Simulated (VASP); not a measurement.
# Ta (P6/mmm) in VASP: notebook, part 2 of 2

VASP 6.6.1.

### Step 4. Single point, PBEsol

This run uses another cell than the first one, of 18.00 Å³/atom, 0.926 times its volume.

INCAR

```
ALGO = Normal
EDIFF = 1E-7
ENCUT = 520
GGA = PS
ISIF = 2
ISMEAR = -1
LASPH = True
LCHARG = False
LREAL = False
LWAVE = False
NBANDS = 24
NELM = 100
PREC = Accurate
SIGMA = 0.1
```

KPOINTS

```
k-points
0
Gamma
  10 10 15
```

POSCAR

```
Ta
1.0
    4.8063328528      0.0000000000      0.0000000000
   -2.4031664264      4.1624063496      0.0000000000
    0.0000000000      0.0000000000      2.6988881166
Ta
3
Direct
    0.0000000000      1.0000000000      0.0000000000
    0.3333333333      0.6666666667      0.5000000000
    0.6666666667      0.3333333333      0.5000000000
```

Potentials or basis: VASP PAW PBE potentials, release 64 (Ta_pv).

The run is started by

```sh
$ cat potpaw_PBE.64/Ta_pv/POTCAR > POTCAR
$ mpirun -np 1 vasp_std > vasp.out
```

OUTCAR:

```text
EDIFF = 1E-7
   ENCUT = 520
   GGA = PS
   ISIF = 2
   ISMEAR = -1
   LASPH = True
   LREAL = False
   NELM = 100
   PREC = Accurate

 ion  position               nearest neighbor table
   1  0.000  0.000  0.000-   2 3.09   3 3.09   2 3.09   3 3.09   3 3.09   3 3.09   2 3.09   2 3.09
                             3 3.09   3 3.09   2 3.09   2 3.09
   2  0.333  0.667  0.500-   3 2.77   3 2.77   3 2.77   1 3.09   1 3.09   1 3.09   1 3.09   1 3.09
                             1 3.09
   3  0.667  0.333  0.500-   2 2.77   2 2.77   2 2.77   1 3.09   1 3.09   1 3.09   1 3.09   1 3.09
                             1 3.09

  LATTYP: Found a hexagonal cell.
 ALAT       =     4.8063328528
 C/A-ratio  =     0.5615275095

  Lattice vectors:

 A1 = (   4.8063328528,   0.0000000000,   0.0000000000)
 A2 = (  -2.4031664264,   4.1624063496,   0.0000000000)
 A3 = (   0.0000000000,   0.0000000000,   2.6988881166)

Analysis of symmetry for initial positions (statically):
=====================================================================
 Subroutine PRICEL returns:
 Original cell was already a primitive cell.

 Routine SETGRP: Setting up the symmetry group for a
 hexagonal supercell.

 Subroutine GETGRP returns: Found 24 space group operations
 (whereof 24 operations were pure point group operations)
 out of a pool of 24 trial point group operations.

The static configuration has the point symmetry D_6h.

Analysis of symmetry for dynamics (positions and initial velocities):
=====================================================================
 Subroutine PRICEL returns:
 Original cell was already a primitive cell.

 Routine SETGRP: Setting up the symmetry group for a
 hexagonal supercell.

 Subroutine GETGRP returns: Found 24 space group operations
 (whereof 24 operations were pure point group operations)
 out of a pool of 24 trial point group operations.

The dynamic configuration has the point symmetry D_6h.

 Subroutine INISYM returns: Found 24 space group operations
 (whereof 24 operations are pure point group operations),
 and found     1 'primitive' translations

----------------------------------------------------------------------------------------

                                     Primitive cell

  volume of cell :      53.9937

  direct lattice vectors                    reciprocal lattice vectors
     4.806332853  0.000000000  0.000000000     0.208058832  0.120122823  0.000000000
    -2.403166426  4.162406350  0.000000000     0.000000000  0.240245645  0.000000000
     0.000000000  0.000000000  2.698888117     0.000000000  0.000000000  0.370522955

  length of vectors
     4.806332853  4.806332853  2.698888117     0.240245645  0.240245645  0.370522955

  position of ions in fractional coordinates (direct lattice)
     0.000000000  0.000000000  0.000000000
     0.333333333  0.666666667  0.500000000
     0.666666667  0.333333333  0.500000000

  ion indices of the primitive-cell ions
   primitive index   ion index
                 1           1
                 2           2
                 3           3

----------------------------------------------------------------------------------------

 KPOINTS: k-points

Automatic generation of k-mesh.
 Grid dimensions read from file:
 generate k-points for:   10   10   15

 Generating k-lattice:

  Cartesian coordinates                     Fractional coordinates (reciprocal lattice)
     0.020805883  0.012012282  0.000000000     0.100000000  0.000000000  0.000000000
     0.000000000  0.024024565  0.000000000     0.000000000  0.100000000  0.000000000
     0.000000000  0.000000000  0.024701530     0.000000000  0.000000000  0.066666667

  Length of vectors
     0.024024565  0.024024565  0.024701530

  Shift w.r.t. Gamma in fractional coordinates (k-lattice)
     0.000000000  0.000000000  0.000000000

 Subroutine IBZKPT returns following result:
 ===========================================

 Found    112 irreducible k-points:

 Following reciprocal coordinates:
            Coordinates               Weight
  0.000000  0.000000  0.000000      1.000000
  0.100000 -0.000000  0.000000      6.000000
  0.200000 -0.000000  0.000000      6.000000
  0.300000  0.000000  0.000000      6.000000
  0.400000  0.000000  0.000000      6.000000
  0.500000  0.000000  0.000000      3.000000
[... 16 lines left out ...]
  0.300000  0.100000  0.066667     24.000000
  0.400000  0.100000  0.066667     24.000000
 [... further k-points ...]
   k-points           NKPTS =    112   k-points in BZ     NKDIM =    112   number of bands    NBANDS=     24
   number of dos      NEDOS =    301   number of ions     NIONS =      3
   total plane-waves  NPLWV =  25920
   dimension x,y,z NGX =    36 NGY =   36 NGZ =   20
   dimension x,y,z NGXF=    72 NGYF=   72 NGZF=   40
   ions per type =               3
   NGX,Y,Z   is equivalent  to a cutoff of  12.45, 12.45, 12.32 a.u.
   NGXF,Y,Z  is equivalent  to a cutoff of  24.90, 24.90, 24.64 a.u.
 SYSTEM =  unknown system
   PREC   = accura    normal or accurate (medium, high low for compatibility)
   ISTART =      0    job   : 0-new  1-cont  2-samecut
   ICHARG =      2    charge: 1-file 2-atom 10-const
   ISPIN  =      1    spin polarized calculation?
   LNONCOLLINEAR =      F non collinear calculations
   LSORBIT =      F    spin-orbit coupling
   LASPH  =      T    aspherical Exc in radial PAW
   ENCUT  =  520.0 eV  38.22 Ry    6.18 a.u.   8.94  8.94  5.02*2*pi/ulx,y,z
   NELM   =    100;   NELMIN=  2; NELMDL= -5     # of ELM steps
   EDIFF  = 0.1E-06   stopping-criterion for ELM
   LREAL  =      F    real-space projection
   EDIFFG = 0.1E-05   stopping-criterion for IOM
   NSW    =      0    number of steps for IOM
   IBRION =     -1    ionic relax: 0-MD 1-quasi-New 2-CG
   NFREE  =      0    steps in history (QN), initial steepest desc. (CG)
   ISIF   =      2    stress and relaxation
   ISYM   =      2    0-nonsym 1-usesym 2-fastsym
   POTIM  = 0.5000    time-step for ionic-motion
   TEBEG  =    0.0;   TEEND  =   0.0 temperature during run
   PSTRESS=    0.0 pullay stress
   NELECT =      33.0000    total number of electrons
   NUPDOWN=      -1.0000    fix difference up-down
   EMIN   =  10.00;   EMAX   =-10.00  energy-range for DOS
   EFERMI =   0.00;   METHOD = LEGACY
   ISMEAR =    -1;   SIGMA  =   0.10  broadening in eV -4-tet -1-fermi 0-gaus
   EFERMI_NEDOS =   21; number of points for ismear=-14 and -15
   IALGO  =     38    algorithm
   IMIX   =      4    mixing-type and parameters
     AMIX     =   0.40;   BMIX     =  1.00
     AMIX_MAG =   1.60;   BMIX_MAG =  1.00
  volume/ion in A,a.u.               =      18.00       121.46
  Fermi-wavevector in a.u.,A,eV,Ry     =   1.389308  2.625411 26.261633  1.930176
  Thomas-Fermi vector in A             =   2.513351
   LORBIT       =      0    0 simple, 1 ext, 2 COOP (PROOUT), +10 PAW based schemes
   GGA     = PS    functional components
   LHFCALC =     F    Hartree Fock is set to
   AEXX    =    0.0000 exact exchange contribution
   IVDW    =     0    specifies the selected vdW correction
   LEPSILON=     F    determine dielectric tensor
   LRPA    =     F    only Hartree local field effects (RPA)
 non-spin polarized calculation
  energy-cutoff  :      520.00
  volume of cell :       53.99
 maximum number of plane-waves:      1470
 NGX is ok and might be reduce to    36
   NGX = 17   NGY = 17   NGZ = 11

 number of electron      33.0000007 magnetization

 Free energy of the ion-electron system (eV)
  ---------------------------------------------------
  ext. energy  EPLUGINS =         0.00000000
  ---------------------------------------------------
  free energy    TOTEN  =       -36.99891351 eV

  energy without entropy =      -36.90231293  energy(sigma->0) =      -36.95061322

 E-fermi :   5.6340     XC(G=0): -12.7193

 val. band max:        5.6176898427   @ k =   0.3000   0.1000   0.3333
 cond. band min:       5.6544510390   @ k =   0.1000   0.1000   0.4667
 fundamental gap:      0.0367611963
 Fermi energy:         5.6339709931

 k-point     1 :       0.0000    0.0000    0.0000
  band No.  band energies     occupation
      1     -28.6713      2.00000
      2     -28.6713      2.00000
      3     -28.4364      2.00000
      4     -28.4364      2.00000
      5     -27.7765      2.00000
      6     -27.7765      2.00000
[... 16 lines left out ...]
     23       9.0404      0.00000
     24      12.3771      0.00000
[... 598 lines left out ...]
      2     -28.5514      2.00000
      3     -28.3493      2.00000
      4     -28.0714      2.00000
      5     -28.0328      2.00000
      6     -27.8753      2.00000
[... 16 lines left out ...]
     23      10.2426      0.00000
     24      11.1345      0.00000

 [... further k-points ...]
[... 5 lines left out ...]
  --------------------------------------------------------------------------------------
  -------------------------------------------------------------------------------------
  Total        0.0876762      0.0876762      0.0111052      0.0000000      0.0000000      0.0000000
  in kB        2.6016513      2.6016513      0.3295291      0.0000000      0.0000000      0.0000000
  external PRESSURE =       1.8442773 kB  Pullay stress =       0.0000000 kB

 VOLUME and BASIS-vectors are now :
 -----------------------------------------------------------------------------
  energy-cutoff  :      520.00
  volume of cell :       53.99
      direct lattice vectors                 reciprocal lattice vectors
     4.806332853  0.000000000  0.000000000     0.208058832  0.120122823  0.000000000
    -2.403166426  4.162406350  0.000000000     0.000000000  0.240245645  0.000000000
     0.000000000  0.000000000  2.698888117     0.000000000  0.000000000  0.370522955

 POSITION                                       TOTAL-FORCE (eV/Angst)
 -----------------------------------------------------------------------------------
      0.00000      0.00000      0.00000         0.000000      0.000000      0.000000
     -0.00000      2.77494      1.34944         0.000000      0.000000     -0.000000
      2.40317      1.38747      1.34944        -0.000000      0.000000      0.000000
 -----------------------------------------------------------------------------------
    total drift:                                0.000000      0.000000     -0.000000

  FREE ENERGIE OF THE ION-ELECTRON SYSTEM (eV)
  ---------------------------------------------------
  free  energy   TOTEN  =       -36.9989135130 eV

  energy  without entropy=      -36.9023129285  energy(sigma->0) =      -36.95061322
```

stdout:

```text
POSCAR found type information on POSCAR Ta
 POSCAR found :  1 types and       3 ions
 scaLAPACK will be used
 -----------------------------------------------------------------------------
|                                                                             |
|                                                                             |
|     You enforced a specific xc type in the INCAR file but a different       |
|     I HOPE YOU KNOW WHAT YOU ARE DOING!                                     |
|                                                                             |
 -----------------------------------------------------------------------------

 LDA part: xc-table for (Slater+PW92), standard interpolation
 POSCAR, INCAR and KPOINTS ok, starting setup
 FFT: planning ... GRIDC
 FFT: planning ... GRID_SOFT
 FFT: planning ... GRID
 WAVECAR not read
 entering main loop
```

It took 42 s on 1 thread of Intel Xeon 6975P-C (Granite Rapids), shared host; peak memory 0.24 GiB.

What came out:

```yaml
Free_energy: -36.9989 eV
Pressure: 0.2 GPa
```

Stress tensor (GPa, compression positive):
```
0.26 0.00 0.00
0.00 0.26 0.00
0.00 0.00 0.03
```

Caveat: the PAW data sets were made with another functional, which shifts forces and pressure a little; spin-orbit coupling is left out, which moves the levels of the heavy elements.

### Step 5. Overview

| cell | k mesh | gap on the mesh (eV) | pressure (GPa) |
| --- | --- | --- | --- |
| a = 4.931, b = 4.931, c = 2.769 Å, angles 90.0, 90.0, 120.0°, 3 atoms | 9 × 9 × 13 | none | -13.0 |
| a = 4.991, b = 4.991, c = 2.803 Å, angles 90.0, 90.0, 120.0°, 3 atoms | 9 × 9 × 13 | none | -18.0 |
| a = 4.806, b = 4.806, c = 2.699 Å, angles 90.0, 90.0, 120.0°, 3 atoms | 10 × 10 × 15 | none | 0.2 |

Alike in all rows: task single point; level PBEsol; potentials or basis VASP PAW PBE potentials, release 64 (Ta_pv); no spin polarisation; cutoff (eV) 520; smearing fermi-dirac 0.1 eV.

Caveats: the PAW data sets were made with another functional, which shifts forces and pressure a little; spin-orbit coupling is left out, which moves the levels of the heavy elements.

Total energies depend on the potentials used, so only differences within one code and one set of settings carry meaning.
